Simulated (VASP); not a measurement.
# MgO (Cmcm) in VASP: further runs

The runs below take MgO through single point, with PBEsol.

Everything below comes from runs of VASP 6.6.1. Logs are shortened: lines on timing, memory, paths and dates and some standing lists are left out, and cuts for length are marked.

### 1 The cell of the first run

It takes space group Cmcm (No. 63, orthorhombic). Conventional cell: a = 3.454 Å, b = 5.983 Å, c = 4.292 Å, α = 90.00°, β = 90.00°, γ = 90.00°. Mg (site symmetry m2m) has 5 O at 1.97 to 2.15 Å within 2.6 Å. Within 2.6 Å of O (site symmetry m2m) lie 5 Mg at 1.97 to 2.15 Å.

### 2 Single point, PBEsol (mode 5 frozen in at -0.098 Å, strain +e along z and -e/2 along x and y +0.0233)

INCAR reads:

```
ALGO = Normal ; EDIFF = 1E-6
ENCUT = 520 ; GGA = PS
ISIF = 2 ; ISMEAR = 0
LASPH = T ; LCHARG = T
LELF = T ; LREAL = F
LVHAR = T ; LWAVE = F
NBANDS = 16 ; NELM = 60
PREC = Accurate ; SIGMA = 0.05
```

KPOINTS reads:

```
k-points
0
Gamma
  9 9 6
```

POSCAR reads:

```
MgO
1.0
    3.4540523579      0.0000000000      0.0000000000
   -1.7270261790      2.9912970879      0.0000000000
    0.0000000000      0.0000000000      4.2924500482
Mg O
2 2
Direct
    0.6505427316      0.3010854632      0.7500000000
    0.3494572684      0.6989145368      0.2500000000
    0.6785385383      0.3570770766      0.2500000000
    0.3214614617      0.6429229234      0.7500000000
```

Potentials or basis: VASP PAW PBE potentials, release 64 (Mg, O).

The run is started by

```bash
$ cat potpaw_PBE.64/Mg/POTCAR potpaw_PBE.64/O/POTCAR > POTCAR
$ mpirun -np 1 vasp_std > vasp.out
```

OUTCAR:

```text
EDIFF = 1E-6
   ENCUT = 520
   GGA = PS
   ISIF = 2
   ISMEAR = 0
   LASPH = T
   LREAL = F
   NELM = 60
   PREC = Accurate

 ion  position               nearest neighbor table
   1  0.651  0.301  0.750-   4 1.97   4 2.01   4 2.01   3 2.15   3 2.15   2 2.80   2 2.80   2 3.00
                             2 3.00   2 3.00   2 3.00
   2  0.349  0.699  0.250-   3 1.97   3 2.01   3 2.01   4 2.15   4 2.15   1 2.80   1 2.80   1 3.00
                             1 3.00   1 3.00   1 3.00
   3  0.679  0.357  0.250-   2 1.97   2 2.01   2 2.01   1 2.15   1 2.15
   4  0.321  0.643  0.750-   1 1.97   1 2.01   1 2.01   2 2.15   2 2.15

  LATTYP: Found a hexagonal cell.
 ALAT       =     3.4540523579
 C/A-ratio  =     1.2427287150

  Lattice vectors:

 A1 = (   3.4540523579,   0.0000000000,   0.0000000000)
 A2 = (  -1.7270261790,   2.9912970879,   0.0000000000)
 A3 = (   0.0000000000,   0.0000000000,   4.2924500482)

Analysis of symmetry for initial positions (statically):
=====================================================================
 Subroutine PRICEL returns:
 Original cell was already a primitive cell.

 Routine SETGRP: Setting up the symmetry group for a
 hexagonal supercell.

 Subroutine GETGRP returns: Found  8 space group operations
 (whereof  4 operations were pure point group operations)
 out of a pool of 24 trial point group operations.

The static configuration has the point symmetry C_2h.
 The point group associated with its full space group is D_2h.

Analysis of symmetry for dynamics (positions and initial velocities):
=====================================================================
 Subroutine PRICEL returns:
 Original cell was already a primitive cell.

 Routine SETGRP: Setting up the symmetry group for a
 hexagonal supercell.

 Subroutine GETGRP returns: Found  8 space group operations
 (whereof  4 operations were pure point group operations)
 out of a pool of 24 trial point group operations.

The dynamic configuration has the point symmetry C_2h.
 The point group associated with its full space group is D_2h.

 Subroutine INISYM returns: Found  8 space group operations
 (whereof  4 operations are pure point group operations),
 and found     1 'primitive' translations

[... 92 lines left out ...]
   ISPIN  =      1    spin polarized calculation?
   LNONCOLLINEAR =      F non collinear calculations
   LSORBIT =      F    spin-orbit coupling
   LASPH  =      T    aspherical Exc in radial PAW
   ENCUT  =  520.0 eV  38.22 Ry    6.18 a.u.   6.42  6.42  7.98*2*pi/ulx,y,z
   NELM   =     60;   NELMIN=  2; NELMDL= -5     # of ELM steps
   EDIFF  = 0.1E-05   stopping-criterion for ELM
   LREAL  =      F    real-space projection
   EDIFFG = 0.1E-04   stopping-criterion for IOM
   NSW    =      0    number of steps for IOM
   IBRION =     -1    ionic relax: 0-MD 1-quasi-New 2-CG
   NFREE  =      0    steps in history (QN), initial steepest desc. (CG)
   ISIF   =      2    stress and relaxation
   ISYM   =      2    0-nonsym 1-usesym 2-fastsym
   POTIM  = 0.5000    time-step for ionic-motion
   TEBEG  =    0.0;   TEEND  =   0.0 temperature during run
   PSTRESS=    0.0 pullay stress
   NELECT =      16.0000    total number of electrons
   NUPDOWN=      -1.0000    fix difference up-down
   EMIN   =  10.00;   EMAX   =-10.00  energy-range for DOS
   EFERMI =   0.00;   METHOD = LEGACY
   ISMEAR =     0;   SIGMA  =   0.05  broadening in eV -4-tet -1-fermi 0-gaus
   EFERMI_NEDOS =   21; number of points for ismear=-14 and -15
   IALGO  =     38    algorithm
   IMIX   =      4    mixing-type and parameters
     AMIX     =   0.40;   BMIX     =  1.00
     AMIX_MAG =   1.60;   BMIX_MAG =  1.00
  volume/ion in A,a.u.               =      11.09        74.82
  Fermi-wavevector in a.u.,A,eV,Ry     =   1.165423  2.202330 18.479580  1.358211
  Thomas-Fermi vector in A             =   2.301949
   LORBIT       =      0    0 simple, 1 ext, 2 COOP (PROOUT), +10 PAW based schemes
   GGA     = PS    functional components
   LHFCALC =     F    Hartree Fock is set to
   AEXX    =    0.0000 exact exchange contribution
   IVDW    =     0    specifies the selected vdW correction
   LEPSILON=     F    determine dielectric tensor
   LRPA    =     F    only Hartree local field effects (RPA)
 non-spin polarized calculation
 Gauss-broadening in eV      SIGMA  =   0.05
  energy-cutoff  :      520.00
  volume of cell :       44.35
 maximum number of plane-waves:      1207
 NGX is ok and might be reduce to    28
   NGX = 13   NGY = 13   NGZ = 15

 number of electron      15.9999996 magnetization

 Free energy of the ion-electron system (eV)
  ---------------------------------------------------
  ext. energy  EPLUGINS =         0.00000000
  ---------------------------------------------------
  free energy    TOTEN  =       -24.64518865 eV

  energy without entropy =      -24.64518865  energy(sigma->0) =      -24.64518865

 E-fermi :   2.1397     XC(G=0): -10.2869

 val. band max:        1.9164932142   @ k =   0.0000   0.0000   0.0000
 cond. band min:       5.0868724518   @ k =   0.0000   0.0000   0.0000
 fundamental gap:      3.1703792376
 Fermi energy:         2.1396701506

 k-point     1 :       0.0000    0.0000    0.0000
  band No.  band energies     occupation
      1     -14.9765      2.00000
      2     -13.6230      2.00000
      3      -1.8779      2.00000
      4       0.1200      2.00000
      5       0.2209      2.00000
      6       0.8384      2.00000
[... 433 lines left out ...]
      3      -1.6694      2.00000
      4      -0.5230      2.00000
      5      -0.2716      2.00000
      6      -0.2487      2.00000
[... 8 lines left out ...]
     15      16.0108      0.00000
     16      17.0261      0.00000

 [... further k-points ...]
[... 5 lines left out ...]
  --------------------------------------------------------------------------------------
  -------------------------------------------------------------------------------------
  Total        0.1863173      0.6205279     -0.9074462     -0.0000000      0.0000000      0.0000000
  in kB        6.7308507     22.4170360    -32.7821737     -0.0000000      0.0000000      0.0000000
  external PRESSURE =      -1.2114290 kB  Pullay stress =       0.0000000 kB

 VOLUME and BASIS-vectors are now :
 -----------------------------------------------------------------------------
  energy-cutoff  :      520.00
  volume of cell :       44.35
      direct lattice vectors                 reciprocal lattice vectors
     3.454052358  0.000000000  0.000000000     0.289515009  0.167151568  0.000000000
    -1.727026179  2.991297088  0.000000000     0.000000000  0.334303137  0.000000000
     0.000000000  0.000000000  4.292450048     0.000000000  0.000000000  0.232967184

 POSITION                                       TOTAL-FORCE (eV/Angst)
 -----------------------------------------------------------------------------------
      1.72703      0.90064      3.21934        -0.000000      0.804694      0.000000
     -0.00000      2.09066      1.07311         0.000000     -0.804694      0.000000
      1.72703      1.06812      1.07311         0.000000     -0.263237     -0.000000
     -0.00000      1.92317      3.21934        -0.000000      0.263237     -0.000000
 -----------------------------------------------------------------------------------
    total drift:                                0.000000     -0.000000      0.000000

  FREE ENERGIE OF THE ION-ELECTRON SYSTEM (eV)
  ---------------------------------------------------
  free  energy   TOTEN  =       -24.6451886464 eV

  energy  without entropy=      -24.6451886464  energy(sigma->0) =      -24.64518865
```

Wall time 35 s (1 thread of Intel Xeon Platinum 8488C (Sapphire Rapids), shared host); peak memory 0.2 GiB.

Results:

- Free energy: -24.6452 eV
- Pressure: -0.1 GPa
- Largest force: 0.805 eV/Å
- Band gap on the k mesh: 3.17 eV, direct

Forces in eV/Å, atoms in the order of the input:
```
Mg   0.000  0.805  0.000
Mg   0.000 -0.805  0.000
O    0.000 -0.263  0.000
O    0.000  0.263  0.000
```

Levels at points of the mesh, in eV from the valence-band top:
| k point | band 4 | band 5 | band 6 | band 7 | band 8 | band 9 | band 10 | band 11 | band 12 | band 13 |
| --- | --- | --- | --- | --- | --- | --- | --- | --- | --- | --- |
| (0.00, 0.00, 0.00) | -1.80 | -1.70 | -1.08 | -0.76 | 0.00 | 3.17 | 9.10 | 11.49 | 12.11 | 13.04 |
| (0.00, 0.00, 0.50) | -2.48 | -1.39 | -1.39 | -1.31 | -1.31 | 6.18 | 6.18 | 12.81 | 12.81 | 12.90 |

Caveat: the cell differs from its parent crystal (mode 5 frozen in at -0.098 Å, strain +e along z and -e/2 along x and y +0.0233); the PAW data sets were made with another functional, which shifts forces and pressure a little.

[end of part 1 of 2]
